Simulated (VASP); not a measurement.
# Ni (P6_3/mmc) in VASP: notebook

Runs on Ni. Level: PBEsol. Tasks: single point.

Everything below comes from runs of VASP 6.6.1. Logs are shortened: lines on timing, memory, paths and dates and some standing lists are left out, and cuts for length are marked.

## 1. The cell of the first run

The structure is hexagonal, space group P6_3/mmc (No. 194). The conventional cell has a = 2.345 Å, b = 2.345 Å, c = 7.683 Å, α = 90.00°, β = 90.00°, γ = 120.00°. Ni (site symmetry -3m) has 12 Ni at 2.34 to 2.35 Å within 3.1 Å. Within 3.1 Å of Ni (site symmetry -6m2) lie 12 Ni at 2.34 to 2.35 Å.

This isn't the form of Ni at room conditions, which is fcc.

## 2. Single point, PBEsol, collinear spin, ferromagnetic start (9.15 Å³/atom)

Contents of INCAR:

```
PREC     = Accurate       # precision mode
ENCUT    = 520            # plane-wave cutoff, eV
EDIFF    = 1E-7           # SCF threshold, eV
ISMEAR   = -1             # smearing method
SIGMA    = 0.05           # smearing width, eV
LREAL    = F              # projectors in reciprocal space
LASPH    = T              # aspherical terms in the spheres
NELM     = 150            # most SCF steps
ALGO     = Normal         # electronic algorithm
ISIF     = 2              # what is computed and relaxed
LWAVE    = F              # write WAVECAR
LCHARG   = F              # write CHGCAR
ISPIN    = 2              # spin polarisation
MAGMOM   = 0.657 0.657 0.669 0.669 # initial moments
LORBIT   = 11             # projections on sites
LMAXMIX  = 4              # l up to which the mixer works
GGA      = PS             # functional
NBANDS   = 32             # bands
```

Contents of KPOINTS:

```
regular mesh
0
Gamma
  17 17 5
```

Contents of POSCAR:

```
Ni
1.0
    2.3447224800      0.0000000000      0.0000000000
   -1.1723612400      2.0305892325      0.0000000000
    0.0000000000      0.0000000000      7.6831881987
Ni
4
Direct
    1.0000000000      1.0000000000      0.0000000000
    1.0000000000      1.0000000000      0.5000000000
    0.3333333333      0.6666666667      0.2500000000
    0.6666666667      0.3333333333      0.7500000000
```

Potentials or basis: VASP PAW PBE potentials, release 64 (Ni).

On the command line:

```sh
> cat potpaw_PBE.64/Ni/POTCAR > POTCAR
> mpirun -np 1 vasp_std > vasp.out
```

OUTCAR:

```text
PREC = Accurate
   ENCUT = 520
   EDIFF = 1E-7
   ISMEAR = -1
   LREAL = F
   LASPH = T
   NELM = 150
   ISIF = 2
   ISPIN = 2
   LORBIT = 11
   GGA = PS

 ion  position               nearest neighbor table
   1  0.000  0.000  0.000-   3 2.35   4 2.35   3 2.35   4 2.35   4 2.35   3 2.35
   2  0.000  0.000  0.500-   3 2.35   4 2.35   3 2.35   4 2.35   4 2.35   3 2.35
   3  0.333  0.667  0.250-   1 2.35   2 2.35   1 2.35   2 2.35   1 2.35   2 2.35
   4  0.667  0.333  0.750-   1 2.35   2 2.35   1 2.35   2 2.35   1 2.35   2 2.35

  LATTYP: Found a hexagonal cell.
 ALAT       =     2.3447224800
 C/A-ratio  =     3.2768006722

  Lattice vectors:

 A1 = (   2.3447224800,   0.0000000000,   0.0000000000)
 A2 = (  -1.1723612400,   2.0305892325,   0.0000000000)
 A3 = (   0.0000000000,   0.0000000000,   7.6831881987)

Analysis of symmetry for initial positions (statically):
=====================================================================
 Subroutine PRICEL returns:
 Original cell was already a primitive cell.

 Routine SETGRP: Setting up the symmetry group for a
 hexagonal supercell.

 Subroutine GETGRP returns: Found 24 space group operations
 (whereof 12 operations were pure point group operations)
 out of a pool of 24 trial point group operations.

The static configuration has the point symmetry D_3d.
 The point group associated with its full space group is D_6h.

Analysis of symmetry for dynamics (positions and initial velocities):
=====================================================================
 Subroutine PRICEL returns:
 Original cell was already a primitive cell.

 Routine SETGRP: Setting up the symmetry group for a
 hexagonal supercell.

 Subroutine GETGRP returns: Found 24 space group operations
 (whereof 12 operations were pure point group operations)
 out of a pool of 24 trial point group operations.

The dynamic configuration has the point symmetry D_3d.
 The point group associated with its full space group is D_6h.

Analysis of structural, dynamic, and magnetic symmetry:
=====================================================================
 Subroutine PRICEL returns:
 Original cell was already a primitive cell.

 Routine SETGRP: Setting up the symmetry group for a
 hexagonal supercell.

 Subroutine GETGRP returns: Found 24 space group operations
 (whereof 12 operations were pure point group operations)
 out of a pool of 24 trial point group operations.

The overall configuration has the point symmetry D_3d.
 The point group associated with its full space group is D_6h.

 Subroutine INISYM returns: Found 24 space group operations
 (whereof 12 operations are pure point group operations),
 and found     1 'primitive' translations

----------------------------------------------------------------------------------------

                                     Primitive cell

  volume of cell :      36.5810

  direct lattice vectors                    reciprocal lattice vectors
     2.344722480  0.000000000  0.000000000     0.426489706  0.246233946  0.000000000
    -1.172361240  2.030589233  0.000000000     0.000000000  0.492467893  0.000000000
     0.000000000  0.000000000  7.683188199     0.000000000  0.000000000  0.130154302

  length of vectors
     2.344722480  2.344722480  7.683188199     0.492467893  0.492467893  0.130154302

  position of ions in fractional coordinates (direct lattice)
     0.000000000  0.000000000  0.000000000
     0.000000000  0.000000000  0.500000000
     0.333333333  0.666666667  0.250000000
     0.666666667  0.333333333  0.750000000

  ion indices of the primitive-cell ions
   primitive index   ion index
                 1           1
                 2           2
                 3           3
                 4           4

----------------------------------------------------------------------------------------

 KPOINTS: regular mesh

Automatic generation of k-mesh.
 Grid dimensions read from file:
 generate k-points for:   17   17    5

 Generating k-lattice:

  Cartesian coordinates                     Fractional coordinates (reciprocal lattice)
     0.025087630  0.014484350  0.000000000     0.058823529  0.000000000  0.000000000
     0.000000000  0.028968700  0.000000000     0.000000000  0.058823529  0.000000000
     0.000000000  0.000000000  0.026030860     0.000000000  0.000000000  0.200000000

  Length of vectors
     0.028968700  0.028968700  0.026030860

  Shift w.r.t. Gamma in fractional coordinates (k-lattice)
     0.000000000  0.000000000  0.000000000

 Subroutine IBZKPT returns following result:
 ===========================================

 Found     99 irreducible k-points:

 Following reciprocal coordinates:
            Coordinates               Weight
  0.000000  0.000000  0.000000      1.000000
  0.058824 -0.000000  0.000000      6.000000
  0.117647  0.000000  0.000000      6.000000
  0.176471  0.000000  0.000000      6.000000
  0.235294  0.000000  0.000000      6.000000
  0.294118  0.000000  0.000000      6.000000
[... 16 lines left out ...]
  0.411765  0.117647  0.000000     12.000000
  0.176471  0.176471  0.000000      6.000000
 [... further k-points ...]
   k-points           NKPTS =     99   k-points in BZ     NKDIM =     99   number of bands    NBANDS=     32
   number of dos      NEDOS =    301   number of ions     NIONS =      4
   total plane-waves  NPLWV =  19440
   dimension x,y,z NGX =    18 NGY =   18 NGZ =   60
   dimension x,y,z NGXF=    36 NGYF=   36 NGZF=  120
   ions per type =               4
   NGX,Y,Z   is equivalent  to a cutoff of  12.76, 12.76, 12.98 a.u.
   NGXF,Y,Z  is equivalent  to a cutoff of  25.52, 25.52, 25.97 a.u.
 SYSTEM =  unknown system
   PREC   = accura    normal or accurate (medium, high low for compatibility)
   ISTART =      0    job   : 0-new  1-cont  2-samecut
   ICHARG =      2    charge: 1-file 2-atom 10-const
   ISPIN  =      2    spin polarized calculation?
   LNONCOLLINEAR =      F non collinear calculations
   LSORBIT =      F    spin-orbit coupling
   LASPH  =      T    aspherical Exc in radial PAW
   ENCUT  =  520.0 eV  38.22 Ry    6.18 a.u.   4.36  4.36 14.29*2*pi/ulx,y,z
   NELM   =    150;   NELMIN=  2; NELMDL= -5     # of ELM steps
   EDIFF  = 0.1E-06   stopping-criterion for ELM
   LREAL  =      F    real-space projection
   EDIFFG = 0.1E-05   stopping-criterion for IOM
   NSW    =      0    number of steps for IOM
   IBRION =     -1    ionic relax: 0-MD 1-quasi-New 2-CG
   NFREE  =      0    steps in history (QN), initial steepest desc. (CG)
   ISIF   =      2    stress and relaxation
   ISYM   =      2    0-nonsym 1-usesym 2-fastsym
   POTIM  = 0.5000    time-step for ionic-motion
   TEBEG  =    0.0;   TEEND  =   0.0 temperature during run
   PSTRESS=    0.0 pullay stress
   NELECT =      40.0000    total number of electrons
   NUPDOWN=      -1.0000    fix difference up-down
   EMIN   =  10.00;   EMAX   =-10.00  energy-range for DOS
   EFERMI =   0.00;   METHOD = LEGACY
   ISMEAR =    -1;   SIGMA  =   0.05  broadening in eV -4-tet -1-fermi 0-gaus
   EFERMI_NEDOS =   21; number of points for ismear=-14 and -15
   IALGO  =     38    algorithm
   IMIX   =      4    mixing-type and parameters
     AMIX     =   0.40;   BMIX     =  1.00
     AMIX_MAG =   1.60;   BMIX_MAG =  1.00
  volume/ion in A,a.u.               =       9.15        61.72
  Fermi-wavevector in a.u.,A,eV,Ry     =   1.686591  3.187195 38.702995  2.844590
  Thomas-Fermi vector in A             =   2.769229
   LORBIT       =     11    0 simple, 1 ext, 2 COOP (PROOUT), +10 PAW based schemes
   GGA     = PS    functional components
   LHFCALC =     F    Hartree Fock is set to
   AEXX    =    0.0000 exact exchange contribution
   IVDW    =     0    specifies the selected vdW correction
   LEPSILON=     F    determine dielectric tensor
   LRPA    =     F    only Hartree local field effects (RPA)
 spin polarized calculation
  energy-cutoff  :      520.00
  volume of cell :       36.58
 maximum number of plane-waves:      1019
 NGX is ok and might be reduce to    18
   NGX =  9   NGY =  9   NGZ = 29

 number of electron      40.0000064 magnetization       2.2802197

 Free energy of the ion-electron system (eV)
  ---------------------------------------------------
  ext. energy  EPLUGINS =         0.00000000
  ---------------------------------------------------
  free energy    TOTEN  =       -23.97714764 eV

  energy without entropy =      -23.92467675  energy(sigma->0) =      -23.95091220

 E-fermi :  11.8870     XC(G=0): -14.4991

 val. band max:       11.8848503501   @ k =   0.4118   0.1176   0.2000
 cond. band min:      11.8935587750   @ k =   0.0588  -0.0000   0.4000
 fundamental gap:      0.0087084249
 Fermi energy:        11.8870246564

 spin component 1

 k-point     1 :       0.0000    0.0000    0.0000
  band No.  band energies     occupation
      1       1.5412      1.00000
      2       4.0239      1.00000
      3       4.0306      1.00000
      4       5.9863      1.00000
      5       8.5247      1.00000
      6       8.5899      1.00000
[... 24 lines left out ...]
     31      39.0026      0.00000
     32      39.5833      0.00000
[... 774 lines left out ...]
      2       6.2464      1.00000
      3       6.2479      1.00000
      4       7.4226      1.00000
      5       7.5489      1.00000
      6       7.6922      1.00000
[... 24 lines left out ...]
     31      28.6253      0.00000
     32      30.5213      0.00000

 [... further k-points ...]

 spin component 2

 k-point     1 :       0.0000    0.0000    0.0000
  band No.  band energies     occupation
      1       1.5425      1.00000
      2       4.0582      1.00000
      3       4.0593      1.00000
      4       6.3603      1.00000
      5       9.0949      1.00000
      6       9.1119      1.00000
[... 24 lines left out ...]
     31      38.9540      0.00000
     32      39.6881      0.00000
[... 774 lines left out ...]
      2       6.4042      1.00000
      3       6.4103      1.00000
      4       7.8908      1.00000
      5       7.9158      1.00000
      6       8.2293      1.00000
[... 24 lines left out ...]
     31      28.7535      0.00000
     32      30.6307      0.00000

 [... further k-points ...]
[... 5 lines left out ...]
  --------------------------------------------------------------------------------------
  -------------------------------------------------------------------------------------
  Total        9.0252133      9.0252133      8.9677132     -0.0000000      0.0000000      0.0000000
  in kB      395.2874789    395.2874789    392.7690816     -0.0000000      0.0000000      0.0000000
  external PRESSURE =     394.4480131 kB  Pullay stress =       0.0000000 kB

 VOLUME and BASIS-vectors are now :
 -----------------------------------------------------------------------------
  energy-cutoff  :      520.00
  volume of cell :       36.58
      direct lattice vectors                 reciprocal lattice vectors
     2.344722480  0.000000000  0.000000000     0.426489706  0.246233946  0.000000000
    -1.172361240  2.030589233  0.000000000     0.000000000  0.492467893  0.000000000
     0.000000000  0.000000000  7.683188199     0.000000000  0.000000000  0.130154302

 POSITION                                       TOTAL-FORCE (eV/Angst)
 -----------------------------------------------------------------------------------
      0.00000      0.00000      0.00000         0.000000      0.000000     -0.000000
      0.00000      0.00000      3.84159         0.000000      0.000000     -0.000000
     -0.00000      1.35373      1.92080         0.000000     -0.000000      0.000000
      1.17236      0.67686      5.76239        -0.000000      0.000000     -0.000000
 -----------------------------------------------------------------------------------
    total drift:                                0.000000     -0.000000      0.000000

  FREE ENERGIE OF THE ION-ELECTRON SYSTEM (eV)
  ---------------------------------------------------
  free  energy   TOTEN  =       -23.9771476380 eV

  energy  without entropy=      -23.9246767549  energy(sigma->0) =      -23.95091220

 total charge

# of ion       s       p       d       tot
------------------------------------------
    1        0.583   0.679   8.424   9.687
    2        0.583   0.679   8.424   9.687
    3        0.583   0.683   8.421   9.687
    4        0.583   0.683   8.421   9.687
--------------------------------------------------
tot          2.333   2.724  33.690  38.747

 magnetization (x)

# of ion       s       p       d       tot
------------------------------------------
    1       -0.006  -0.025   0.588   0.557
    2       -0.006  -0.025   0.588   0.557
    3       -0.006  -0.025   0.605   0.574
    4       -0.006  -0.025   0.605   0.574
--------------------------------------------------
tot         -0.024  -0.101   2.386   2.261
```

Run time: 3.4 min. Hardware: 1 thread of Intel Xeon Platinum 8488C (Sapphire Rapids), shared host; peak memory 0.27 GiB.

What came out:

| Property | Result |
| --- | --- |
| Free energy | -23.9771 eV |
| Pressure | 39.4 GPa |
| Net moment | 2.28 μB per cell |
| Site moments | Ni +0.56, +0.57 (each value once) μB |
| Valence electrons inside the program's atomic spheres | Ni 9.69 |

Stress tensor (GPa, compression positive):
```
39.53  0.00  0.00
 0.00 39.53  0.00
 0.00  0.00 39.28
```

Caveat: the cell stands under pressure; the PAW data sets were made with another functional, which shifts forces and pressure a little.

## 3. Single point, PBEsol, collinear spin, ferromagnetic start (9.56 Å³/atom)

This run uses another cell than the first one, of 9.56 Å³/atom.

Contents of INCAR:

```
PREC = Accurate
ENCUT = 520
EDIFF = 1E-6
ISMEAR = -1
SIGMA = 0.05
LREAL = False
LASPH = True
NELM = 150
ALGO = Normal
ISIF = 2
LWAVE = False
LCHARG = True
ISPIN = 2
MAGMOM = 0.657 0.657 0.669 0.669
LORBIT = 11
LMAXMIX = 4
GGA = PS
LELF = True
LVHAR = True
NBANDS = 32
```

KPOINTS is that of step 2.

Contents of POSCAR:

```
Ni
1.0
    2.3797234981      0.0000000000      0.0000000000
   -1.1898617490      2.0609010033      0.0000000000
    0.0000000000      0.0000000000      7.7978795584
Ni
4
Direct
    1.0000000000      1.0000000000      0.0000000000
    1.0000000000      1.0000000000      0.5000000000
    0.3333333333      0.6666666667      0.2500000000
    0.6666666667      0.3333333333      0.7500000000
```

Potentials or basis: VASP PAW PBE potentials, release 64 (Ni).

On the command line:

```sh
> cat potpaw_PBE.64/Ni/POTCAR > POTCAR
> mpirun -np 1 vasp_std > vasp.out
```

Run time: 2.9 min. Hardware: 1 thread of Intel Xeon Platinum 8488C (Sapphire Rapids), shared host; peak memory 0.28 GiB.

The run converged. Its results:

| Item | Value |
| --- | --- |
| Free energy | -24.2987 eV |
| Pressure | 23.1 GPa |
| Net moment | 2.36 μB per cell |
| Site moments | Ni +0.58, +0.59 (each value once) μB |
| Valence electrons inside the program's atomic spheres | Ni 9.58 |

Stress tensor (GPa, compression positive):
```
23.24  0.00  0.00
 0.00 23.24  0.00
 0.00  0.00 22.89
```

Levels at points of the mesh, in eV from the Fermi level:
Spin up:
| k point | band 19 | band 20 | band 21 | band 22 | band 23 | band 24 |
| --- | --- | --- | --- | --- | --- | --- |
| (0.00, 0.00, 0.00) | -1.29 | -1.01 | -1.01 | -0.63 | -0.60 | -0.60 |
Spin down:
```csv
k point,band 15,band 16,band 17,band 18,band 19,band 20,band 21,band 22
"(0.00, 0.00, 0.00)",-1.78,-1.03,-1.03,-0.65,-0.65,-0.65,-0.35,-0.35
```

Caveat: the cell stands under pressure; the PAW data sets were made with another functional, which shifts forces and pressure a little.

## 4. Single point, PBEsol

This run uses another cell than the first one, of 10.37 Å³/atom.

Contents of INCAR:

```
SYSTEM = Ni
PREC = Accurate
ENCUT = 520
EDIFF = 1E-6
ISMEAR = -1
SIGMA = 0.1
LREAL = .FALSE.
LASPH = .TRUE.
NELM = 100
ALGO = Normal
ISIF = 2
LWAVE = .FALSE.
LCHARG = .FALSE.
GGA = PS
NBANDS = 28
```

Contents of KPOINTS:

```
regular mesh
0
G
  14 14 4
  0 0 0
```

Contents of POSCAR:

```
Ni
1.0
    2.4451031932      0.0000000000      0.0000000000
   -1.2225515966      2.1175214801      0.0000000000
    0.0000000000      0.0000000000      8.0100415225
Ni
4
Direct
    1.0000000000      1.0000000000      0.0000000000
    1.0000000000      1.0000000000      0.5000000000
    0.3333333333      0.6666666667      0.2500000000
    0.6666666667      0.3333333333      0.7500000000
```

On the command line:

```sh
> cat potpaw_PBE.64/Ni/POTCAR > POTCAR
> mpirun -np 1 vasp_std > vasp.out
```

Wall time 40 s (1 thread of Intel Xeon 6975P-C (Granite Rapids), shared host); peak memory 0.18 GiB.

It converged, with:

```
Free energy            : -24.4945 eV
Pressure               : 0.2 GPa
Band gap on the k mesh : zero (bands 20 and 21 overlap by 0.60 eV)
```

Levels at points of the mesh, in eV from the Fermi level:
```csv
k point,band 18,band 19,band 20,band 21,band 22,band 23
"(0.00, 0.00, 0.00)",-0.72,-0.72,-0.48,-0.48,-0.33,-0.09
"(0.50, 0.00, 0.00)",0.09,0.10,0.11,0.33,1.42,2.72
"(0.00, 0.00, 0.50)",-0.88,-0.88,-0.88,-0.26,-0.26,-0.26
"(0.50, 0.00, 0.50)",-0.01,0.09,0.09,1.52,1.52,2.96
```

Caveat: the PAW data sets were made with another functional, which shifts forces and pressure a little; the run has no spin polarisation, though such a crystal can be magnetic. Spin polarisation is off, so any magnetic state and its effect on volume and gap are missing.

(Part 1 of 2 ends here.)
